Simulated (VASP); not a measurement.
Set up this calculation in VASP 6.6.1, as the native input.

| Quantity | Value |
| --- | --- |
| Task | relaxation of cell and atoms |
| Functional | PBEsol |
| Potentials or basis | VASP PAW PBE potentials, release 64 (S, Mg) |
| Cutoff | 600 eV |
| k mesh | 8 × 8 × 4 |
| Occupations | fermi-dirac, width 0.05 eV |
| Spin | no spin polarisation |
| Target pressure | 5 GPa |
| Dipole correction | no |
| Further INCAR settings | ALGO = Normal; EDIFF = 1e-06; IBRION = 2; EDIFFG = -0.01; NSW = 80; ISIF = 3 |

The structure of MgS lies in POSCAR:

```
MgS
1.0
    4.0346224068      0.0000000000      0.0000000000
   -2.0173112034      3.4940854990      0.0000000000
    0.0000000000      0.0000000000      6.4322941800
S Mg
2 2
Direct
    0.6666666667      0.3333333333      0.8792441500
    0.3333333333      0.6666666667      0.3792441500
    0.3333333333      0.6666666667      0.9957548500
    0.6666666667      0.3333333333      0.4957548500
```

The input as run:

INCAR

```
PREC = Accurate ; ENCUT = 600
EDIFF = 1E-6 ; ISMEAR = -1
SIGMA = 0.05 ; LREAL = F
LASPH = T ; NELM = 60
ALGO = Normal ; ISIF = 3
LWAVE = F ; LCHARG = F
GGA = PS ; IBRION = 2
NSW = 80 ; EDIFFG = -0.01
PSTRESS = 50.0
```

KPOINTS

```
Automatic mesh
0
Gamma
  8 8 4
```

Potentials or basis: VASP PAW PBE potentials, release 64 (S, Mg).

Command:

```console
$ cat potpaw_PBE.64/S/POTCAR potpaw_PBE.64/Mg/POTCAR > POTCAR
$ mpirun -np 1 vasp_std > vasp.out
```

Results of the run:

```
Relaxed volume                                             : 20.91 Å³/atom
Relaxed cell                                               : a = 3.948 Å, b = 3.948 Å, c = 6.195 Å, α = 90.00°, β = 90.00°, γ = 120.00°
Space group after relaxing (to 0.1 Å)                      : P6_3mc (No. 186)
Energy change on relaxing (the run minimises the enthalpy) : +23.4 meV/atom
Ionic steps                                                : 18
Pressure after relaxing                                    : 5.0 GPa
Largest force after relaxing                               : 0.005 eV/Å
Band gap on the k mesh                                     : 3.61 eV
```

Caveat: the cell is relaxed towards a set pressure, so the run minimises the enthalpy, not the energy; the PAW data sets were made with another functional, which shifts forces and pressure a little.

Run time: 2.1 min on 1 thread of Intel(R) Xeon(R) 6975P-C (Granite Rapids) (shared host), peak memory 0.25 GiB.
